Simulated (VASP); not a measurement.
# LiF (I4/mmm) in VASP: notebook, part 2 of 2

VASP 6.6.1. The steps go on from the part before.

## 3. Single point, PBE (strain +0.0300 x Voigt [1, 1, 0, 0, 0, 0])

INCAR

```
SYSTEM = LiF
PREC     = Accurate       ! precision mode
ENCUT    = 520            ! plane-wave cutoff, eV
EDIFF    = 1E-6           ! SCF threshold, eV
ISMEAR   = 0              ! smearing method
SIGMA    = 0.05           ! smearing width, eV
LREAL    = .FALSE.        ! projectors in reciprocal space
LASPH    = .TRUE.         ! aspherical terms in the spheres
NELM     = 100            ! most SCF steps
ALGO     = Normal         ! electronic algorithm
ISIF     = 2              ! what is computed and relaxed
LWAVE    = .FALSE.        ! write WAVECAR
LCHARG   = .FALSE.        ! write CHGCAR
GGA      = PE             ! functional
NBANDS   = 12             ! bands
```

KPOINTS

```
regular mesh
0
G
  10 10 10
  0 0 0
```

POSCAR

```
LiF
1.0
    0.0000000000      2.0744200000      2.0140000000
    2.0744200000      0.0000000000      2.0140000000
    2.0744200000      2.0744200000      0.0000000000
Li F
1 1
Direct
    0.0000000000      0.0000000000      0.0000000000
    0.5000000000      0.5000000000      0.5000000000
```

Potentials or basis: VASP PAW PBE potentials, release 64 (Li_sv, F).

Run with:

```sh
$ cat potpaw_PBE.64/Li_sv/POTCAR potpaw_PBE.64/F/POTCAR > POTCAR
$ mpirun -np 1 vasp_std > vasp.out
```

OUTCAR:

```text
SYSTEM = LiF
   PREC = Accurate
   ENCUT = 520
   EDIFF = 1E-6
   ISMEAR = 0
   LREAL = .FALSE.
   LASPH = .TRUE.
   NELM = 100
   ISIF = 2
   GGA = PE

 ion  position               nearest neighbor table
   1  0.000  0.000  0.000-   2 2.01   2 2.01   2 2.07   2 2.07   2 2.07   2 2.07
   2  0.500  0.500  0.500-   1 2.01   1 2.01   1 2.07   1 2.07   1 2.07   1 2.07

  LATTYP: Found a body centered tetragonal cell.
 ALAT       =     2.9336728981
 C/A-ratio  =     1.3730228761

  Lattice vectors:

 A1 = (   0.0000000000,  -2.0744200000,  -2.0140000000)
 A2 = (   0.0000000000,   2.0744200000,  -2.0140000000)
 A3 = (   2.0744200000,   0.0000000000,   2.0140000000)

Analysis of symmetry for initial positions (statically):
=====================================================================
 Subroutine PRICEL returns:
 Original cell was already a primitive cell.

 Routine SETGRP: Setting up the symmetry group for a
 body centered tetragonal supercell.

 Subroutine GETGRP returns: Found 16 space group operations
 (whereof 16 operations were pure point group operations)
 out of a pool of 16 trial point group operations.

The static configuration has the point symmetry D_4h.

Analysis of symmetry for dynamics (positions and initial velocities):
[... 167 lines left out ...]
 k-point     1 :       0.0000    0.0000    0.0000
  band No.  band energies     occupation
      1     -42.4221      2.00000
      2     -21.1806      2.00000
      3      -1.4133      2.00000
      4      -1.3405      2.00000
      5      -1.3405      2.00000
      6       7.2158      0.00000
      7      21.6234      0.00000
      8      21.6234      0.00000
      9      22.2736      0.00000
     10      22.3120      0.00000
     11      22.3120      0.00000
     12      22.5512      0.00000
[... 331 lines left out ...]
 k-point    24 :       0.4000    0.3000    0.0000
  band No.  band energies     occupation
      1     -42.3729      2.00000
      2     -20.7012      2.00000
      3      -3.4906      2.00000
      4      -2.1886      2.00000
      5      -2.0964      2.00000
      6      11.3489      0.00000
      7      14.8603      0.00000
      8      16.7240      0.00000
      9      17.8762      0.00000
     10      18.9333      0.00000
     11      31.4557      0.00000
     12      32.2422      0.00000

 [... further k-points ...]
[... 5 lines left out ...]
  --------------------------------------------------------------------------------------
  -------------------------------------------------------------------------------------
  Total       -0.2990140     -0.2990140     -0.1211429      0.0000000      0.0000000     -0.0000000
  in kB      -27.6388047    -27.6388047    -11.1976185      0.0000000      0.0000000     -0.0000000
  external PRESSURE =     -22.1584093 kB  Pullay stress =       0.0000000 kB

 VOLUME and BASIS-vectors are now :
 -----------------------------------------------------------------------------
  energy-cutoff  :      520.00
  volume of cell :       17.33
      direct lattice vectors                 reciprocal lattice vectors
     0.000000000  2.074420000  2.014000000    -0.241031228  0.241031228  0.248262165
     2.074420000  0.000000000  2.014000000     0.241031228 -0.241031228  0.248262165
     2.074420000  2.074420000  0.000000000     0.241031228  0.241031228 -0.248262165

 POSITION                                       TOTAL-FORCE (eV/Angst)
 -----------------------------------------------------------------------------------
      0.00000      0.00000      0.00000         0.000000      0.000000      0.000000
      2.07442      2.07442      2.01400        -0.000000     -0.000000      0.000000
 -----------------------------------------------------------------------------------
    total drift:                               -0.000000     -0.000000      0.000000

  FREE ENERGIE OF THE ION-ELECTRON SYSTEM (eV)
  ---------------------------------------------------
  free  energy   TOTEN  =        -9.6362856791 eV

  energy  without entropy=       -9.6362856791  energy(sigma->0) =       -9.63628568
```

OSZICAR:

```text
N       E                     dE             d eps       ncg     rms          rms(c)
DAV:   1     0.324391748856E+02    0.32439E+02   -0.53108E+03  2524   0.842E+02
DAV:   2    -0.899930381943E+01   -0.41438E+02   -0.40616E+02  2964   0.187E+02
DAV:   3    -0.101387648818E+02   -0.11395E+01   -0.11368E+01  3204   0.276E+01
DAV:   4    -0.101516100077E+02   -0.12845E-01   -0.12844E-01  2808   0.316E+00
DAV:   5    -0.101517852205E+02   -0.17521E-03   -0.17521E-03  3204   0.276E-01    0.456E+00
DAV:   6    -0.962473877322E+01    0.52705E+00   -0.26182E+00  2744   0.985E+00    0.144E+00
DAV:   7    -0.962899953274E+01   -0.42608E-02   -0.17451E-02  3180   0.116E+00    0.875E-01
DAV:   8    -0.963616232547E+01   -0.71628E-02   -0.16273E-02  3024   0.132E+00    0.116E-01
DAV:   9    -0.963618861457E+01   -0.26289E-04   -0.96738E-04  2860   0.277E-01    0.449E-02
DAV:  10    -0.963628110352E+01   -0.92489E-04   -0.15534E-04  2756   0.947E-02    0.152E-02
DAV:  11    -0.963628514764E+01   -0.40441E-05   -0.62396E-06  3136   0.237E-02    0.159E-03
DAV:  12    -0.963628567908E+01   -0.53144E-06   -0.58385E-07  2776   0.664E-03
   1 F= -.96362857E+01 E0= -.96362857E+01  d E =-.298808E-31
```

Wall time 6.4 s (1 thread of Intel Xeon 6975P-C (Granite Rapids), shared host); peak memory 0.14 GiB.

What came out:

- Free energy: -9.6363 eV
- Band gap on the k mesh: 8.56 eV, direct

Caveat: the cell differs from its parent crystal (strain +0.0300 x Voigt [1, 1, 0, 0, 0, 0]); the cutoff is under 1.25 times the usual one of these potentials, so pressure, stress and relaxed cells hold a basis-set (Pulay) error.
